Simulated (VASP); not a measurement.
# BiTe in VASP: a series of runs

BiTe is run at these levels: PBE; tasks: single point.

Everything below comes from runs of VASP 6.6.1. Logs are shortened: lines on timing, memory, paths and dates and some standing lists are left out, and cuts for length are marked.

**1. The cell of the first run**

The cell holds layers a few Å apart, 4 atoms: a = 4.575 Å, b = 4.575 Å, c = 9.983 Å, α = 62.72°, β = 62.72°, γ = 60.00°.

**2. Single point, PBE**

The input, INCAR:

```
SYSTEM = BiTe
  PREC = Accurate
  ENCUT = 520
  EDIFF = 1E-6
  ISMEAR = 1
  SIGMA = 0.1
  LREAL = .FALSE.
  LASPH = .TRUE.
  NELM = 80
  ALGO = Normal
  ISIF = 2
  LWAVE = .FALSE.
  LCHARG = .TRUE.
  GGA = PE
  LELF = .TRUE.
  LVHAR = .TRUE.
  NBANDS = 29
```

The input, KPOINTS:

```
regular mesh
0
G
  5 5 5
  0 0 0
```

The input, POSCAR:

```
BiTe
1.0
    0.0000000000      3.2350000000      3.2350000000
    3.2350000000      0.0000000000      3.2350000000
    7.0473502692      7.0473502692     -0.5773502692
Bi Te
2 2
Direct
    0.0000000000      0.0000000000      0.0000000000
    0.0393503455      0.0393503455      0.4409744817
    0.5196751728      0.5196751728      0.2204872408
    0.5590255183      0.5590255183      0.6614617225
```

Potentials or basis: VASP PAW PBE potentials, release 64 (Bi_d, Te).

Launch:

```bash
> cat potpaw_PBE.64/Bi_d/POTCAR potpaw_PBE.64/Te/POTCAR > POTCAR
> mpirun -np 1 vasp_std > vasp.out
```

OUTCAR:

```text
SYSTEM = BiTe
   PREC = Accurate
   ENCUT = 520
   EDIFF = 1E-6
   ISMEAR = 1
   LREAL = .FALSE.
   LASPH = .TRUE.
   NELM = 80
   ISIF = 2
   GGA = PE

 ion  position               nearest neighbor table
   1  0.000  0.000  0.000-   3 3.23   3 3.23   3 3.23
   2  0.039  0.039  0.441-   4 3.23   4 3.23   4 3.23   3 3.24   3 3.24   3 3.24
   3  0.520  0.520  0.220-   1 3.23   1 3.23   1 3.23   2 3.24   2 3.24   2 3.24
   4  0.559  0.559  0.661-   2 3.23   2 3.23   2 3.23

  LATTYP: Found a trigonal (rhomboedric) cell.
 ALAT       =     8.8731716408
 COS(alpha) =     0.8670798554

  Lattice vectors:

 A1 = (   7.0473502692,   3.8123502692,  -3.8123502692)
 A2 = (   3.8123502692,   3.8123502692,  -7.0473502692)
 A3 = (   3.8123502692,   7.0473502692,  -3.8123502692)

Analysis of symmetry for initial positions (statically):
=====================================================================
 Subroutine PRICEL returns:
 Original cell was already a primitive cell.

 Routine SETGRP: Setting up the symmetry group for a
 trigonal (rhombohedral) supercell.

 Subroutine GETGRP returns: Found  6 space group operations
 (whereof  6 operations were pure point group operations)
 out of a pool of 12 trial point group operations.

The static configuration has the point symmetry C_3v.

Analysis of symmetry for dynamics (positions and initial velocities):
=====================================================================
 Subroutine PRICEL returns:
 Original cell was already a primitive cell.

 Routine SETGRP: Setting up the symmetry group for a
 trigonal (rhombohedral) supercell.

 Subroutine GETGRP returns: Found  6 space group operations
 (whereof  6 operations were pure point group operations)
 out of a pool of 12 trial point group operations.

The dynamic configuration has the point symmetry C_3v.

 Subroutine INISYM returns: Found  6 space group operations
 (whereof  6 operations are pure point group operations),
 and found     1 'primitive' translations

----------------------------------------------------------------------------------------

                                     Primitive cell

  volume of cell :     153.5463

  direct lattice vectors                    reciprocal lattice vectors
     0.000000000  3.235000000  3.235000000    -0.148477535  0.160641475  0.148477535
     3.235000000  0.000000000  3.235000000     0.160641475 -0.148477535  0.148477535
     7.047350269  7.047350269 -0.577350269     0.068156798  0.068156798 -0.068156798

  length of vectors
     4.574980874  4.574980874  9.983167081     0.264380106  0.264380106  0.118051037

  position of ions in fractional coordinates (direct lattice)
     0.000000000  0.000000000  0.000000000
     0.039350345  0.039350345  0.440974482
     0.519675173  0.519675173  0.220487241
     0.559025518  0.559025518  0.661461723

  ion indices of the primitive-cell ions
   primitive index   ion index
                 1           1
                 2           2
                 3           3
                 4           4

----------------------------------------------------------------------------------------

 KPOINTS: regular mesh

Automatic generation of k-mesh.
 Grid dimensions read from file:
 generate k-points for:    5    5    5

 Generating k-lattice:

  Cartesian coordinates                     Fractional coordinates (reciprocal lattice)
    -0.029695507  0.032128295  0.029695507     0.200000000  0.000000000  0.000000000
     0.032128295 -0.029695507  0.029695507     0.000000000  0.200000000  0.000000000
     0.013631360  0.013631360 -0.013631360     0.000000000  0.000000000  0.200000000

  Length of vectors
     0.052876021  0.052876021  0.023610207

  Shift w.r.t. Gamma in fractional coordinates (k-lattice)
     0.000000000  0.000000000  0.000000000

 Subroutine IBZKPT returns following result:
 ===========================================

 Found     19 irreducible k-points:

 Following reciprocal coordinates:
            Coordinates               Weight
  0.000000  0.000000  0.000000      1.000000
  0.200000  0.000000 -0.000000      6.000000
  0.400000  0.000000  0.000000      6.000000
  0.200000  0.200000  0.000000      6.000000
  0.400000  0.200000  0.000000     12.000000
 -0.400000  0.200000  0.000000     12.000000
[... 11 lines left out ...]
  0.000000  0.000000  0.400000      2.000000
  0.400000  0.000000  0.400000      6.000000
   k-points           NKPTS =     19   k-points in BZ     NKDIM =     19   number of bands    NBANDS=     29
   number of dos      NEDOS =    301   number of ions     NIONS =      4
   total plane-waves  NPLWV = 103680
   dimension x,y,z NGX =    36 NGY =   36 NGZ =   80
   dimension x,y,z NGXF=    72 NGYF=   72 NGZF=  160
   ions per type =               2   2
   NGX,Y,Z   is equivalent  to a cutoff of  13.08, 13.08, 13.32 a.u.
   NGXF,Y,Z  is equivalent  to a cutoff of  26.16, 26.16, 26.64 a.u.
 SYSTEM =  BiTe
   PREC   = accura    normal or accurate (medium, high low for compatibility)
   ISTART =      0    job   : 0-new  1-cont  2-samecut
   ICHARG =      2    charge: 1-file 2-atom 10-const
   ISPIN  =      1    spin polarized calculation?
   LNONCOLLINEAR =      F non collinear calculations
   LSORBIT =      F    spin-orbit coupling
   LASPH  =      T    aspherical Exc in radial PAW
   ENCUT  =  520.0 eV  38.22 Ry    6.18 a.u.   8.51  8.51 18.56*2*pi/ulx,y,z
   NELM   =     80;   NELMIN=  2; NELMDL= -5     # of ELM steps
   EDIFF  = 0.1E-05   stopping-criterion for ELM
   LREAL  =      F    real-space projection
   EDIFFG = 0.1E-04   stopping-criterion for IOM
   NSW    =      0    number of steps for IOM
   IBRION =     -1    ionic relax: 0-MD 1-quasi-New 2-CG
   NFREE  =      0    steps in history (QN), initial steepest desc. (CG)
   ISIF   =      2    stress and relaxation
   ISYM   =      2    0-nonsym 1-usesym 2-fastsym
   POTIM  = 0.5000    time-step for ionic-motion
   TEBEG  =    0.0;   TEEND  =   0.0 temperature during run
   PSTRESS=    0.0 pullay stress
   NELECT =      42.0000    total number of electrons
   NUPDOWN=      -1.0000    fix difference up-down
   EMIN   =  10.00;   EMAX   =-10.00  energy-range for DOS
   EFERMI =   0.00;   METHOD = LEGACY
   ISMEAR =     1;   SIGMA  =   0.10  broadening in eV -4-tet -1-fermi 0-gaus
   EFERMI_NEDOS =   21; number of points for ismear=-14 and -15
   IALGO  =     38    algorithm
   IMIX   =      4    mixing-type and parameters
     AMIX     =   0.40;   BMIX     =  1.00
     AMIX_MAG =   1.60;   BMIX_MAG =  1.00
  volume/ion in A,a.u.               =      38.39       259.05
  Fermi-wavevector in a.u.,A,eV,Ry     =   1.062702  2.008215 15.365540  1.129335
  Thomas-Fermi vector in A             =   2.198162
   LORBIT       =      0    0 simple, 1 ext, 2 COOP (PROOUT), +10 PAW based schemes
   GGA     = PE    functional components
   LHFCALC =     F    Hartree Fock is set to
   AEXX    =    0.0000 exact exchange contribution
   IVDW    =     0    specifies the selected vdW correction
   LEPSILON=     F    determine dielectric tensor
   LRPA    =     F    only Hartree local field effects (RPA)
 non-spin polarized calculation
 Methfessel and Paxton  Order N= 1 SIGMA  =   0.10
  energy-cutoff  :      520.00
  volume of cell :      153.55
 maximum number of plane-waves:      4189
 NGX is ok and might be reduce to    36
   NGX = 17   NGY = 17   NGZ = 37

 number of electron      41.9999999 magnetization

 Free energy of the ion-electron system (eV)
  ---------------------------------------------------
  ext. energy  EPLUGINS =         0.00000000
  ---------------------------------------------------
  free energy    TOTEN  =       -13.78869666 eV

  energy without entropy =      -13.78418406  energy(sigma->0) =      -13.78719246

 E-fermi :   5.3442     XC(G=0):  -8.8560

 val. band max:        5.3225839897   @ k =   0.4000   0.0000   0.0000
 cond. band min:       5.3472482917   @ k =   0.0000   0.0000   0.2000
 fundamental gap:      0.0246643019
 Fermi energy:         5.3441825536

 k-point     1 :       0.0000    0.0000    0.0000
  band No.  band energies     occupation
      1     -17.9637      2.00000
      2     -17.9637      2.00000
      3     -17.9488      2.00000
      4     -17.9470      2.00000
      5     -17.9470      2.00000
      6     -17.9444      2.00000
[... 21 lines left out ...]
     28      10.4889      0.00000
     29      10.4890      0.00000

 k-point     2 :       0.2000    0.0000   -0.0000
  band No.  band energies     occupation
      1     -17.9641      2.00000
      2     -17.9610      2.00000
      3     -17.9493      2.00000
      4     -17.9479      2.00000
      5     -17.9478      2.00000
      6     -17.9456      2.00000
[... 21 lines left out ...]
     28      10.3450      0.00000
     29      10.5351      0.00000

 k-point     3 :       0.4000    0.0000    0.0000
  band No.  band energies     occupation
      1     -17.9650      2.00000
      2     -17.9567      2.00000
      3     -17.9533      2.00000
      4     -17.9497      2.00000
      5     -17.9493      2.00000
      6     -17.9442      2.00000
[... 21 lines left out ...]
     28      11.0282      0.00000
     29      12.3206      0.00000

 k-point     4 :       0.2000    0.2000    0.0000
  band No.  band energies     occupation
      1     -17.9641      2.00000
      2     -17.9611      2.00000
      3     -17.9495      2.00000
      4     -17.9478      2.00000
      5     -17.9477      2.00000
      6     -17.9456      2.00000
[... 437 lines left out ...]
     28      10.4831      0.00000
     29      11.2324      0.00000

 k-point    18 :       0.0000    0.0000    0.4000
  band No.  band energies     occupation
      1     -17.9637      2.00000
      2     -17.9637      2.00000
      3     -17.9487      2.00000
      4     -17.9469      2.00000
      5     -17.9469      2.00000
      6     -17.9444      2.00000
[... 21 lines left out ...]
     28      10.6302      0.00000
     29      10.8129      0.00000

 k-point    19 :       0.4000    0.0000    0.4000
  band No.  band energies     occupation
      1     -17.9650      2.00000
      2     -17.9567      2.00000
      3     -17.9528      2.00000
      4     -17.9497      2.00000
      5     -17.9490      2.00000
      6     -17.9445      2.00000
[... 21 lines left out ...]
     28       9.8675      0.00000
     29      12.2121      0.00000

------------------------ aborting loop because EDIFF is reached ----------------------------------------

  FORCE on cell =-STRESS in cart. coord.  units (eV):
  Direction    XX          YY          ZZ          XY          YZ          ZX
  --------------------------------------------------------------------------------------
  -------------------------------------------------------------------------------------
  Total       -2.1734687     -2.1734687     -2.1734687      0.0523470     -0.0523470     -0.0523470
  in kB      -22.6790357    -22.6790357    -22.6790357      0.5462141     -0.5462141     -0.5462141
  external PRESSURE =     -22.6790357 kB  Pullay stress =       0.0000000 kB

 VOLUME and BASIS-vectors are now :
 -----------------------------------------------------------------------------
  energy-cutoff  :      520.00
  volume of cell :      153.55
      direct lattice vectors                 reciprocal lattice vectors
     0.000000000  3.235000000  3.235000000    -0.148477535  0.160641475  0.148477535
     3.235000000  0.000000000  3.235000000     0.160641475 -0.148477535  0.148477535
     7.047350269  7.047350269 -0.577350269     0.068156798  0.068156798 -0.068156798

 POSITION                                       TOTAL-FORCE (eV/Angst)
 -----------------------------------------------------------------------------------
      0.00000      0.00000      0.00000        -0.322354     -0.322354      0.322354
      3.23500      3.23500     -0.00000         0.452393      0.452393     -0.452393
      3.23500      3.23500      3.23500        -0.205044     -0.205044      0.205044
      6.47000      6.47000      3.23500         0.075005      0.075005     -0.075005
 -----------------------------------------------------------------------------------
    total drift:                                0.000488      0.000488     -0.000491

  FREE ENERGIE OF THE ION-ELECTRON SYSTEM (eV)
  ---------------------------------------------------
  free  energy   TOTEN  =       -13.7886966614 eV

  energy  without entropy=      -13.7841840588  energy(sigma->0) =      -13.78719246
```

It took 2.8 min on 1 thread of Intel Xeon 8259CL, shared host; peak memory 0.34 GiB.

What came out:

```
Free energy            : -13.7887 eV
Largest force          : 0.784 eV/Å
Band gap on the k mesh : zero (bands 21 and 22 overlap by 0.80 eV)
```

Forces on the atoms (eV/Å):
```
Bi  -0.322 -0.322  0.322
Bi   0.452  0.452 -0.452
Te  -0.205 -0.205  0.205
Te   0.075  0.075 -0.075
```

Levels at points of the mesh, in eV from the Fermi level:
```tsv
k point	band 17	band 18	band 19	band 20	band 21	band 22	band 23	band 24	band 25	band 26
(0.00, 0.00, 0.00)	-2.44	-1.54	-1.48	-1.48	-0.62	-0.12	-0.12	1.60	1.71	1.71
```

Caveat: spin-orbit coupling is left out, which moves the levels of the heavy elements.

**3. Single point, PBE**

This run uses another cell than the first one, of 42.92 Å³/atom.

The input, INCAR:

```
  PREC = Accurate
  ENCUT = 520
  EDIFF = 1E-6
  ISMEAR = 1
  SIGMA = 0.1
  LREAL = F
  LASPH = T
  NELM = 100
  ALGO = Normal
  ISIF = 2
  LWAVE = F
  LCHARG = F
  GGA = PE
  NBANDS = 29
```

The input, KPOINTS:

```
Automatic mesh
0
Gamma
  5 5 5
```

The input, POSCAR:

```
BiTe
1.0
    0.0000000000      3.2350000000      3.2350000000
    3.2350000000      0.0000000000      3.2350000000
    7.6247005384      7.6247005384     -1.1547005384
Bi Te
2 2
Direct
    0.0000000000      0.0000000000      0.0000000000
    0.0703909647      0.0703909647      0.3944135529
    0.5351954824      0.5351954824      0.1972067764
    0.6055864471      0.6055864471      0.5916203293
```

Potentials or basis: VASP PAW PBE potentials, release 64 (Bi_d, Te).

Launch:

```bash
> cat potpaw_PBE.64/Bi_d/POTCAR potpaw_PBE.64/Te/POTCAR > POTCAR
> mpirun -np 1 vasp_std > vasp.out
```

OUTCAR:

```text
PREC = Accurate
   ENCUT = 520
   EDIFF = 1E-6
   ISMEAR = 1
   LREAL = F
   LASPH = T
   NELM = 100
   ISIF = 2
   GGA = PE

 ion  position               nearest neighbor table
   1  0.000  0.000  0.000-   3 3.23   3 3.23   3 3.23
   2  0.070  0.070  0.394-   4 3.23   4 3.23   4 3.23   3 3.24   3 3.24   3 3.24
   3  0.535  0.535  0.197-   1 3.23   1 3.23   1 3.23   2 3.24   2 3.24   2 3.24
   4  0.606  0.606  0.592-   2 3.23   2 3.23   2 3.23

  LATTYP: Found a trigonal (rhomboedric) cell.
[... 798 lines left out ...]

  FORCE on cell =-STRESS in cart. coord.  units (eV):
  Direction    XX          YY          ZZ          XY          YZ          ZX
  --------------------------------------------------------------------------------------
  -------------------------------------------------------------------------------------
  Total       -2.6141880     -2.6141880     -2.6141880      0.3553737     -0.3553737     -0.3553737
  in kB      -24.3975588    -24.3975588    -24.3975588      3.3166137     -3.3166137     -3.3166137
  external PRESSURE =     -24.3975588 kB  Pullay stress =       0.0000000 kB

 VOLUME and BASIS-vectors are now :
 -----------------------------------------------------------------------------
  energy-cutoff  :      520.00
  volume of cell :      171.67
      direct lattice vectors                 reciprocal lattice vectors
     0.000000000  3.235000000  3.235000000    -0.143679913  0.165439098  0.143679913
     3.235000000  0.000000000  3.235000000     0.165439098 -0.143679913  0.143679913
     7.624700538  7.624700538 -1.154700538     0.060960364  0.060960364 -0.060960364

 POSITION                                       TOTAL-FORCE (eV/Angst)
 -----------------------------------------------------------------------------------
      0.00000      0.00000      0.00000         0.064054      0.064054     -0.064054
      3.23500      3.23500     -0.00000         0.724376      0.724376     -0.724376
      3.23500      3.23500      3.23500        -0.331501     -0.331501      0.331501
      6.47000      6.47000      3.23500        -0.456929     -0.456929      0.456929
 -----------------------------------------------------------------------------------
    total drift:                                0.000140      0.000140     -0.000160

  FREE ENERGIE OF THE ION-ELECTRON SYSTEM (eV)
  ---------------------------------------------------
  free  energy   TOTEN  =       -13.4373906622 eV

  energy  without entropy=      -13.4365189658  energy(sigma->0) =      -13.43710010
```

It took 2.9 min on 1 thread of Intel Xeon 8259CL, shared host; peak memory 0.35 GiB.

Results:

* Free energy: -13.4374 eV
* Largest force: 1.255 eV/Å

Forces in eV/Å, atoms in the order of the input:
```
Bi   0.064  0.064 -0.064
Bi   0.724  0.724 -0.724
Te  -0.332 -0.332  0.332
Te  -0.457 -0.457  0.457
```

Levels at points of the mesh, in eV from the Fermi level:
```
           k point  band 17  band 18  band 19  band 20  band 21  band 22  band 23  band 24  band 25  band 26
(0.00, 0.00, 0.00)    -2.51    -1.60    -1.49    -1.49    -0.85     0.00     0.00     1.01     1.46     1.46
```

Caveat: spin-orbit coupling is left out, which moves the levels of the heavy elements.

**4. Single point, PBE**

This run uses another cell than the first one, of 47.45 Å³/atom.

The input, INCAR:

```
SYSTEM = BiTe
PREC = Accurate
ENCUT = 520
EDIFF = 1E-7
ISMEAR = 1
SIGMA = 0.1
LREAL = .False.
LASPH = .True.
NELM = 60
ALGO = Normal
ISIF = 2
LWAVE = .False.
LCHARG = .True.
GGA = PE
LELF = .True.
LVHAR = .True.
NBANDS = 29
```

The input, KPOINTS:

```
regular mesh
0
Gamma
  5 5 5
  0 0 0
```

The input, POSCAR:

```
BiTe
1.0
    0.0000000000      3.2350000000      3.2350000000
    3.2350000000      0.0000000000      3.2350000000
    8.2020508076      8.2020508076     -1.7320508076
Bi Te
2 2
Direct
    0.0000000000      0.0000000000      0.0000000000
    0.0955026605      0.0955026605      0.3567460093
    0.5477513302      0.5477513302      0.1783730046
    0.6432539907      0.6432539907      0.5351190139
```

Launch:

```bash
> cat potpaw_PBE.64/Bi_d/POTCAR potpaw_PBE.64/Te/POTCAR > POTCAR
> mpirun -np 1 vasp_std > vasp.out
```

It took 3.8 min on 1 thread of Intel Xeon 8259CL, shared host; peak memory 0.37 GiB.

Results (log left out):

```yaml
Free_energy: -13.3825 eV
Largest_force: 1.317 eV/Å
Band_gap_on_the_k_mesh: 0.26 eV (least direct gap 0.49 eV)
```

Forces on the atoms (eV/Å):
```
Bi   0.125  0.125 -0.125
Bi   0.760  0.760 -0.760
Te  -0.333 -0.333  0.333
Te  -0.551 -0.551  0.551
```

Levels at points of the mesh, in eV from the valence-band top:
```csv
k point,band 17,band 18,band 19,band 20,band 21,band 22,band 23,band 24,band 25,band 26
"(0.00, 0.00, 0.00)",-2.22,-1.42,-1.27,-1.27,-0.64,0.26,0.26,1.01,1.63,1.63
```

Caveat: spin-orbit coupling is left out, which moves the levels of the heavy elements.

**5. Summary**

```tsv
cell	gap on the mesh (eV)	largest force (eV/Å)
a = 4.575, b = 4.575, c = 9.983 Å, angles 62.7, 62.7, 60.0°, 4 atoms	none	0.78
a = 4.575, b = 4.575, c = 10.845 Å, angles 65.0, 65.0, 60.0°, 4 atoms	-	1.25
a = 4.575, b = 4.575, c = 11.728 Å, angles 67.0, 67.0, 60.0°, 4 atoms	0.26	1.32
```

Alike in all rows: task single point; level PBE; potentials or basis VASP PAW PBE potentials, release 64 (Bi_d, Te); no spin polarisation; k mesh 5 × 5 × 5; cutoff (eV) 520; smearing methfessel-paxton 0.1 eV.

Caveats: spin-orbit coupling is left out, which moves the levels of the heavy elements.

Total energies depend on the potentials used, so only differences within one code and one set of settings carry meaning.
